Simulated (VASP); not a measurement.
# AlN (C2/m) in VASP: single point with PBE

Aim: the single point of AlN with PBE.

All numbers are computed with VASP 6.6.1; they aren't measurements. Logs are shortened: lines on timing, memory, paths and dates and some standing lists are left out, and cuts for length are marked.

### Step 1. The cell of the first run

It takes space group C2/m (No. 12, monoclinic). Conventional cell: a = 4.071 Å, b = 4.071 Å, c = 4.071 Å, α = 90.00°, β = 90.00°, γ = 90.00°. Al (site symmetry m) has 6 N at 1.92 to 2.15 Å within 2.6 Å. Within 2.6 Å of N (site symmetry m) lie 6 Al at 1.92 to 2.15 Å.

### Step 2. Single point, PBE (mode 10 frozen in at -0.095 Å and mode 12 at -0.077 Å (largest displacements))

Input file INCAR:

```
SYSTEM = AlN
PREC     = Accurate       ! precision mode
ENCUT    = 600            ! plane-wave cutoff, eV
EDIFF    = 1E-6           ! SCF threshold, eV
ISMEAR   = 0              ! smearing method
SIGMA    = 0.05           ! smearing width, eV
LREAL    = .False.        ! projectors in reciprocal space
LASPH    = .True.         ! aspherical terms in the spheres
NELM     = 120            ! most SCF steps
ALGO     = Normal         ! electronic algorithm
ISIF     = 2              ! what is computed and relaxed
LWAVE    = .False.        ! write WAVECAR
LCHARG   = .False.        ! write CHGCAR
GGA      = PE             ! functional
NBANDS   = 16             ! bands
GGA_COMPAT= .False.
```

Input file KPOINTS:

```
Automatic mesh
0
Gamma
  8 8 6
  0 0 0
```

Input file POSCAR:

```
AlN
1.0
    0.0000000000     -2.0353166207     -2.0353166207
    0.0000000000      2.0353166207     -2.0353166207
    4.0706332413      0.0000000000      0.0000000000
Al N
2 2
Direct
    0.5043953878      0.4956046122      0.0000346378
   -0.0043953878      0.0043953878      0.4999653622
    0.5233378923      0.4766621077      0.4810840242
   -0.0233378923      1.0233378923      0.0189159758
```

Potentials or basis: VASP PAW PBE potentials, release 64 (Al, N).

Run with:

```bash
cat potpaw_PBE.64/Al/POTCAR potpaw_PBE.64/N/POTCAR > POTCAR
mpirun -np 1 vasp_std > vasp.out
```

OUTCAR:

```text
SYSTEM = AlN
   PREC = Accurate
   ENCUT = 600
   EDIFF = 1E-6
   ISMEAR = 0
   LREAL = .False.
   LASPH = .True.
   NELM = 120
   ISIF = 2
   GGA = PE

 ion  position               nearest neighbor table
   1  0.504  0.496  0.000-   4 1.92   3 1.96   4 2.04   4 2.04   3 2.11   4 2.15   2 2.85   2 2.85
                             2 2.88   2 2.88   2 2.88   2 2.88   2 2.90   2 2.90
   2  0.996  0.004  0.500-   3 1.92   4 1.96   3 2.04   3 2.04   4 2.11   3 2.15   1 2.85   1 2.85
                             1 2.88   1 2.88   1 2.88   1 2.88   1 2.90   1 2.90
   3  0.523  0.477  0.481-   2 1.92   1 1.96   2 2.04   2 2.04   1 2.11   2 2.15
   4  0.977  0.023  0.019-   1 1.92   2 1.96   1 2.04   1 2.04   2 2.11   1 2.15

  LATTYP: Found a simple tetragonal cell.
 ALAT       =     2.8783723687
 C/A-ratio  =     1.4142135623

  Lattice vectors:

 A1 = (   0.0000000000,  -2.0353166207,  -2.0353166207)
 A2 = (   0.0000000000,   2.0353166207,  -2.0353166207)
 A3 = (   4.0706332413,   0.0000000000,   0.0000000000)

Analysis of symmetry for initial positions (statically):
=====================================================================
 Subroutine PRICEL returns:
 Original cell was already a primitive cell.

 Routine SETGRP: Setting up the symmetry group for a
 simple tetragonal supercell.

 Subroutine GETGRP returns: Found  4 space group operations
 (whereof  2 operations were pure point group operations)
 out of a pool of 16 trial point group operations.

The static configuration has the point symmetry C_1h.
 The point group associated with its full space group is C_2h.

Analysis of symmetry for dynamics (positions and initial velocities):
=====================================================================
 Subroutine PRICEL returns:
 Original cell was already a primitive cell.

 Routine SETGRP: Setting up the symmetry group for a
 simple tetragonal supercell.

 Subroutine GETGRP returns: Found  4 space group operations
 (whereof  2 operations were pure point group operations)
 out of a pool of 16 trial point group operations.

The dynamic configuration has the point symmetry C_1h.
 The point group associated with its full space group is C_2h.

 Subroutine INISYM returns: Found  4 space group operations
 (whereof  2 operations are pure point group operations),
 and found     1 'primitive' translations

----------------------------------------------------------------------------------------

                                     Primitive cell

  volume of cell :      33.7253

  direct lattice vectors                    reciprocal lattice vectors
[... 91 lines left out ...]
   EDIFF  = 0.1E-05   stopping-criterion for ELM
   LREAL  =      F    real-space projection
   EDIFFG = 0.1E-04   stopping-criterion for IOM
   NSW    =      0    number of steps for IOM
   IBRION =     -1    ionic relax: 0-MD 1-quasi-New 2-CG
   NFREE  =      0    steps in history (QN), initial steepest desc. (CG)
   ISIF   =      2    stress and relaxation
   ISYM   =      2    0-nonsym 1-usesym 2-fastsym
   POTIM  = 0.5000    time-step for ionic-motion
   TEBEG  =    0.0;   TEEND  =   0.0 temperature during run
   PSTRESS=    0.0 pullay stress
   NELECT =      16.0000    total number of electrons
   NUPDOWN=      -1.0000    fix difference up-down
   EMIN   =  10.00;   EMAX   =-10.00  energy-range for DOS
   EFERMI =   0.00;   METHOD = LEGACY
   ISMEAR =     0;   SIGMA  =   0.05  broadening in eV -4-tet -1-fermi 0-gaus
   EFERMI_NEDOS =   21; number of points for ismear=-14 and -15
   IALGO  =     38    algorithm
   IMIX   =      4    mixing-type and parameters
     AMIX     =   0.40;   BMIX     =  1.00
     AMIX_MAG =   1.60;   BMIX_MAG =  1.00
  volume/ion in A,a.u.               =       8.43        56.90
  Fermi-wavevector in a.u.,A,eV,Ry     =   1.276820  2.412839 22.181144  1.630268
  Thomas-Fermi vector in A             =   2.409454
   LORBIT       =      0    0 simple, 1 ext, 2 COOP (PROOUT), +10 PAW based schemes
   GGA     = PE    functional components
   LHFCALC =     F    Hartree Fock is set to
   AEXX    =    0.0000 exact exchange contribution
   IVDW    =     0    specifies the selected vdW correction
   LEPSILON=     F    determine dielectric tensor
   LRPA    =     F    only Hartree local field effects (RPA)
 non-spin polarized calculation
 Gauss-broadening in eV      SIGMA  =   0.05
  energy-cutoff  :      600.00
  volume of cell :       33.73
 maximum number of plane-waves:      1176
   NGX = 11   NGY = 11   NGZ = 17

 number of electron      15.9999997 magnetization

 Free energy of the ion-electron system (eV)
  ---------------------------------------------------
  ext. energy  EPLUGINS =         0.00000000
  ---------------------------------------------------
  free energy    TOTEN  =       -28.79007874 eV

  energy without entropy =      -28.79007874  energy(sigma->0) =      -28.79007874

 E-fermi :  10.0319     XC(G=0): -12.1849

 val. band max:        9.7958262809   @ k =   0.0000   0.0000   0.0000
 cond. band min:      13.9682200195   @ k =   0.5000   0.5000   0.0000
 fundamental gap:      4.1723937386
 Fermi energy:        10.0318522287

 k-point     1 :       0.0000    0.0000    0.0000
  band No.  band energies     occupation
      1      -7.7053      2.00000
      2      -3.5022      2.00000
      3       2.4360      2.00000
      4       6.9008      2.00000
      5       6.9762      2.00000
      6       9.4796      2.00000
[... 433 lines left out ...]
      3       3.0934      2.00000
      4       6.1629      2.00000
      5       7.1928      2.00000
      6       7.9537      2.00000
[... 8 lines left out ...]
     15      22.9524      0.00000
     16      24.9270      0.00000

 [... further k-points ...]
[... 5 lines left out ...]
  --------------------------------------------------------------------------------------
  -------------------------------------------------------------------------------------
  Total        0.7065243      1.5039237     -0.0907440      0.2553972      0.0000000      0.0000000
  in kB       33.5646210     71.4464157     -4.3109448     12.1330700      0.0000000      0.0000000
  external PRESSURE =      33.5666973 kB  Pullay stress =       0.0000000 kB

 VOLUME and BASIS-vectors are now :
 -----------------------------------------------------------------------------
  energy-cutoff  :      600.00
  volume of cell :       33.73
      direct lattice vectors                 reciprocal lattice vectors
     0.000000000 -2.035316621 -2.035316621     0.000000000 -0.245662024 -0.245662024
     0.000000000  2.035316621 -2.035316621     0.000000000  0.245662024 -0.245662024
     4.070633241  0.000000000  0.000000000     0.245662024  0.000000000  0.000000000

 POSITION                                       TOTAL-FORCE (eV/Angst)
 -----------------------------------------------------------------------------------
      0.00014     -0.01789     -2.03532        -0.048058      0.614326      0.000000
      2.03518     -2.01742     -2.03532         0.048058     -0.614326      0.000000
      1.95832     -0.09500     -2.03532         1.972441      1.560506      0.000000
      0.07700     -1.94032     -2.03532        -1.972441     -1.560506      0.000000
 -----------------------------------------------------------------------------------
    total drift:                               -0.000000     -0.000000      0.000000

  FREE ENERGIE OF THE ION-ELECTRON SYSTEM (eV)
  ---------------------------------------------------
  free  energy   TOTEN  =       -28.7900787448 eV

  energy  without entropy=      -28.7900787448  energy(sigma->0) =      -28.79007874
```

OSZICAR:

```text
N       E                     dE             d eps       ncg     rms          rms(c)
DAV:   1     0.400800959681E+02    0.40080E+02   -0.79784E+03  3648   0.105E+03
DAV:   2    -0.294509048170E+02   -0.69531E+02   -0.63334E+02  5048   0.203E+02
DAV:   3    -0.324018007407E+02   -0.29509E+01   -0.29392E+01  4680   0.443E+01
DAV:   4    -0.324163838249E+02   -0.14583E-01   -0.14582E-01  4496   0.340E+00
DAV:   5    -0.324165304609E+02   -0.14664E-03   -0.14663E-03  4592   0.361E-01    0.108E+01
DAV:   6    -0.288058917639E+02    0.36106E+01   -0.72266E+00  4680   0.214E+01    0.364E+00
DAV:   7    -0.288045419014E+02    0.13499E-02   -0.58409E-01  3952   0.570E+00    0.262E+00
DAV:   8    -0.287934256654E+02    0.11116E-01   -0.45393E-02  4344   0.199E+00    0.497E-01
DAV:   9    -0.287899686587E+02    0.34570E-02   -0.70246E-03  5008   0.704E-01    0.220E-01
DAV:  10    -0.287901515153E+02   -0.18286E-03   -0.14491E-03  4304   0.271E-01    0.105E-01
DAV:  11    -0.287900777615E+02    0.73754E-04   -0.23707E-04  4424   0.130E-01    0.162E-02
DAV:  12    -0.287900787448E+02   -0.98328E-06   -0.99722E-06  4576   0.264E-02
   1 F= -.28790079E+02 E0= -.28790079E+02  d E =-.154365E-13
```

stdout:

```text
POSCAR found type information on POSCAR AlN
 POSCAR found :  2 types and       4 ions
 scaLAPACK will be used
 LDA part: xc-table for (Slater+PW92), standard interpolation
 POSCAR, INCAR and KPOINTS ok, starting setup
 FFT: planning ... GRIDC
 FFT: planning ... GRID_SOFT
 FFT: planning ... GRID
 WAVECAR not read
 entering main loop
```

Run time: 25 s. Hardware: 1 thread of Intel Xeon 6975P-C, shared host; peak memory 0.19 GiB.

What came out:

* Free energy: -28.7901 eV
* Pressure: 3.4 GPa
* Largest force: 2.515 eV/Å
* Band gap on the k mesh: 4.17 eV

Forces on the atoms (eV/Å):
```
Al  -0.048  0.614  0.000
Al   0.048 -0.614  0.000
N    1.972  1.561  0.000
N   -1.972 -1.561  0.000
```

Stress tensor (GPa, compression positive):
```
 3.36  1.21  0.00
 1.21  7.14  0.00
 0.00  0.00 -0.43
```

Levels at points of the mesh, in eV from the valence-band top:
```tsv
k point	band 4	band 5	band 6	band 7	band 8	band 9	band 10	band 11	band 12	band 13
(0.00, 0.00, 0.00)	-2.89	-2.82	-0.32	-0.20	0.00	4.55	5.08	5.45	11.38	11.73
(0.50, 0.00, 0.00)	-5.56	-4.51	-3.74	-1.42	-0.98	8.02	8.13	8.50	9.29	10.88
(0.50, 0.50, 0.00)	-7.26	-2.99	-2.95	-2.79	-2.70	4.17	4.39	5.14	5.22	13.80
(0.00, 0.00, 0.50)	-3.71	-1.99	-1.95	-1.44	-1.42	7.02	7.33	7.42	7.43	9.55
(0.50, 0.00, 0.50)	-8.19	-1.22	-1.16	-1.16	-1.04	5.65	5.94	10.21	10.23	10.74
(0.50, 0.50, 0.50)	-5.96	-5.52	-5.38	-3.85	-3.77	7.12	7.27	9.56	10.16	11.56
```

Caveat: the cell differs from its parent crystal (mode 10 frozen in at -0.095 Å and mode 12 at -0.077 Å (largest displacements)); forces of over 1 eV/Å act on the atoms, so gaps and moduli don't describe the material at rest.
